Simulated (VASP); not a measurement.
# ZnS (P6_3mc) in VASP: further runs, part 2 of 2

VASP 6.6.1.

### 6 Single point, PBEsol

This run uses another cell than the first one, of 18.77 Å³/atom.

INCAR

```
ALGO = Normal ; EDIFF = 1E-6
ENCUT = 520 ; GGA = PS
ISIF = 2 ; ISMEAR = 0
LASPH = True ; LCHARG = False
LREAL = False ; LWAVE = False
NBANDS = 26 ; NELM = 60
PREC = Accurate ; SIGMA = 0.01
```

KPOINTS

```
k-points
0
Gamma
  6 6 4
```

POSCAR

```
ZnS
1.0
    3.7513532153      0.0000000000      0.0000000000
   -1.8756766077      3.2487671830      0.0000000000
    0.0000000000      0.0000000000      6.1604495784
Zn S
2 2
Direct
    0.3333333333      0.6666666667      0.0055529737
    0.6666666667      0.3333333333      0.5055529737
    0.3333333333      0.6666666667      0.3794470263
    0.6666666667      0.3333333333      0.8794470263
```

Potentials or basis: VASP PAW PBE potentials, release 64 (Zn, S).

Started as:

```
$ cat potpaw_PBE.64/Zn/POTCAR potpaw_PBE.64/S/POTCAR > POTCAR
$ mpirun -np 1 vasp_std > vasp.out
```

OUTCAR:

```text
EDIFF = 1E-6
   ENCUT = 520
   GGA = PS
   ISIF = 2
   ISMEAR = 0
   LASPH = True
   LREAL = False
   NELM = 60
   PREC = Accurate

 ion  position               nearest neighbor table
   1  0.333  0.667  0.006-   4 2.30   4 2.30   4 2.30   3 2.30
   2  0.667  0.333  0.506-   3 2.30   3 2.30   3 2.30   4 2.30
   3  0.333  0.667  0.379-   2 2.30   2 2.30   2 2.30   1 2.30
   4  0.667  0.333  0.879-   1 2.30   1 2.30   1 2.30   2 2.30

  LATTYP: Found a hexagonal cell.
[... 804 lines left out ...]
  FORCE on cell =-STRESS in cart. coord.  units (eV):
  Direction    XX          YY          ZZ          XY          YZ          ZX
  --------------------------------------------------------------------------------------
  -------------------------------------------------------------------------------------
  Total        1.0528664      1.0528664      1.0577097     -0.0000000      0.0000000      0.0000000
  in kB       22.4680247     22.4680247     22.5713807     -0.0000000      0.0000000      0.0000000
  external PRESSURE =      22.5024767 kB  Pullay stress =       0.0000000 kB

 VOLUME and BASIS-vectors are now :
 -----------------------------------------------------------------------------
  energy-cutoff  :      520.00
  volume of cell :       75.08
      direct lattice vectors                 reciprocal lattice vectors
     3.751353215  0.000000000  0.000000000     0.266570473  0.153904534  0.000000000
    -1.875676608  3.248767183  0.000000000     0.000000000  0.307809068  0.000000000
     0.000000000  0.000000000  6.160449578     0.000000000  0.000000000  0.162325815

 POSITION                                       TOTAL-FORCE (eV/Angst)
 -----------------------------------------------------------------------------------
     -0.00000      2.16584      0.03421         0.000000      0.000000      0.000530
      1.87568      1.08292      3.11443        -0.000000     -0.000000      0.000530
     -0.00000      2.16584      2.33756        -0.000000      0.000000     -0.000530
      1.87568      1.08292      5.41779        -0.000000      0.000000     -0.000530
 -----------------------------------------------------------------------------------
    total drift:                               -0.000001     -0.000001     -0.000120

  FREE ENERGIE OF THE ION-ELECTRON SYSTEM (eV)
  ---------------------------------------------------
  free  energy   TOTEN  =       -15.1496908357 eV

  energy  without entropy=      -15.1496908357  energy(sigma->0) =      -15.14969084
```

OSZICAR:

```text
N       E                     dE             d eps       ncg     rms          rms(c)
DAV:   1     0.243020480288E+03    0.24302E+03   -0.17220E+04  1092   0.171E+03
DAV:   2     0.841701745657E+01   -0.23460E+03   -0.22489E+03  1132   0.351E+02
DAV:   3    -0.153734506726E+02   -0.23790E+02   -0.23544E+02  1288   0.111E+02
DAV:   4    -0.159687860177E+02   -0.59534E+00   -0.59413E+00  1292   0.175E+01
DAV:   5    -0.159769372494E+02   -0.81512E-02   -0.81496E-02  1302   0.208E+00    0.104E+01
DAV:   6    -0.151618856293E+02    0.81505E+00   -0.17869E+00  1428   0.412E+01    0.791E+00
DAV:   7    -0.151606482187E+02    0.12374E-02   -0.13081E+00  1156   0.706E+00    0.337E+00
DAV:   8    -0.151502263323E+02    0.10422E-01   -0.31261E-02  1386   0.170E+00    0.899E-01
DAV:   9    -0.151495012272E+02    0.72511E-03   -0.11209E-02  1464   0.148E+00    0.224E-01
DAV:  10    -0.151495769030E+02   -0.75676E-04   -0.53717E-04  1310   0.329E-01    0.118E-01
DAV:  11    -0.151496909790E+02   -0.11408E-03   -0.17562E-04  1156   0.927E-02    0.419E-02
DAV:  12    -0.151496908357E+02    0.14325E-06   -0.66282E-06  1350   0.510E-02
   1 F= -.15149691E+02 E0= -.15149691E+02  d E =-.312921E-53
```

stdout:

```text
POSCAR found type information on POSCAR ZnS
 POSCAR found :  2 types and       4 ions
 scaLAPACK will be used
 -----------------------------------------------------------------------------
|                                                                             |
|                                                                             |
|     You enforced a specific xc type in the INCAR file but a different       |
|     I HOPE YOU KNOW WHAT YOU ARE DOING!                                     |
|                                                                             |
 -----------------------------------------------------------------------------

 LDA part: xc-table for (Slater+PW92), standard interpolation
 POSCAR, INCAR and KPOINTS ok, starting setup
 FFT: planning ... GRIDC
 FFT: planning ... GRID_SOFT
 FFT: planning ... GRID
 WAVECAR not read
 entering main loop
```

It took 21 s on 1 thread of Intel Xeon Platinum 8488C (Sapphire Rapids), shared host; peak memory 0.19 GiB.

What came out:

```yaml
Free_energy: -15.1497 eV
Pressure: 2.3 GPa
Band_gap_on_the_k_mesh: 2.27 eV
```

Caveat: the PAW data sets were made with another functional, which shifts forces and pressure a little.

### 7 Summary

```tsv
cell	gap on the mesh (eV)	pressure (GPa)
a = 3.601, b = 3.601, c = 5.955 Å, angles 90.0, 90.0, 120.0°, 4 atoms, atomic positions A	2.78	15.2
a = 3.651, b = 3.651, c = 6.019 Å, angles 90.0, 90.0, 120.0°, 4 atoms, atomic positions B	2.61	10.3
a = 3.685, b = 3.685, c = 6.065 Å, angles 90.0, 90.0, 120.0°, 4 atoms, atomic positions C	2.50	7.3
a = 3.723, b = 3.723, c = 6.120 Å, angles 90.0, 90.0, 120.0°, 4 atoms, atomic positions D	2.36	4.3
a = 3.751, b = 3.751, c = 6.160 Å, angles 90.0, 90.0, 120.0°, 4 atoms, atomic positions E	2.27	2.3
```

Alike in all rows: task single point; level PBEsol; potentials or basis VASP PAW PBE potentials, release 64 (Zn, S); no spin polarisation; k mesh 6 × 6 × 4; cutoff (eV) 520; smearing gaussian 0.01 eV.

Caveats: the PAW data sets were made with another functional, which shifts forces and pressure a little; the cell stands under pressure (at least some runs).

Total energies depend on the potentials used, so only differences within one code and one set of settings carry meaning.
